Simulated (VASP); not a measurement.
Wanted: the native input for a VASP 6.6.1 run.

| Quantity | Value |
| --- | --- |
| Task | single point |
| Functional | r2SCAN |
| Potentials or basis | VASP PAW PBE potentials, release 64 (Al, O) |
| Cutoff | 520 eV |
| k mesh | 12 × 12 × 4 |
| Occupations | gaussian, width 0.05 eV |
| Spin | no spin polarisation |
| Dipole correction | no |
| Further INCAR settings | ALGO = Normal; EDIFF = 1e-07; NBANDS = 20 |

Crystal: Al2O3.

```xyz
5
Lattice="3.0175 0.0000 0.0000 -1.5087 2.6132 0.0000 0.0000 0.0000 7.8776" Properties=species:S:1:pos:R:3 pbc="T T T"
Al    0.0000    0.0000    2.1896
Al    0.0000    0.0000    5.6880
O     0.0000    1.7421    1.5712
O     1.5087    0.8711    6.3064
O     0.0000    0.0000    3.9388
```

This cell differs from its parent crystal: strain +0.000 along x and y, +0.040 along z.

These files were run (other wordings do the same):

POSCAR

```
Al2O3
1.0
    3.0174825440      0.0000000000      0.0000000000
   -1.5087412720      2.6132165386      0.0000000000
    0.0000000000      0.0000000000      7.8776214423
Al O
2 3
Direct
    0.0000000000      0.0000000000      0.2779510000
    0.0000000000      0.0000000000      0.7220490000
    0.3333333333      0.6666666667      0.1994540000
    0.6666666667      0.3333333333      0.8005460000
    0.0000000000      0.0000000000      0.5000000000
```

INCAR.step1

```
PREC = Accurate ; ENCUT = 520
ISMEAR = 0 ; SIGMA = 0.05
LREAL = False ; LASPH = True
NELM = 80 ; NBANDS = 20
GGA = PE ; ALGO = Normal
EDIFF = 1E-4 ; LWAVE = True
LCHARG = False
```

INCAR.step2

```
PREC = Accurate ; ENCUT = 520
EDIFF = 1E-7 ; ISMEAR = 0
SIGMA = 0.05 ; LREAL = False
LASPH = True ; NELM = 80
ALGO = Normal ; ISIF = 2
LWAVE = False ; LCHARG = True
METAGGA = R2SCAN ; LMIXTAU = True
LELF = True ; LVHAR = True
NBANDS = 20 ; ISTART = 1
```

KPOINTS

```
Automatic mesh
0
Gamma
  12 12 4
```

Potentials or basis: VASP PAW PBE potentials, release 64 (Al, O).

Launch:

```console
$ cat potpaw_PBE.64/Al/POTCAR potpaw_PBE.64/O/POTCAR > POTCAR
$ cp INCAR.step1 INCAR
$ mpirun -np 1 vasp_std > vasp.out
$ cp INCAR.step2 INCAR
$ mpirun -np 1 vasp_std > vasp.out
```

Results of the run:

```
Pressure               : -11.9 GPa
Largest force          : 1.608 eV/Å
Band gap on the k mesh : 2.23 eV
```

Caveat: the cell differs from its parent crystal (strain +0.000 along x and y, +0.040 along z); the stress differs along the axes, from -24 to -6 GPa; the PAW data sets were made with another functional, which shifts forces and pressure a little.

Run time: 3.7 min on 1 thread of Intel Xeon 6975P-C (shared host), peak memory 0.23 GiB.
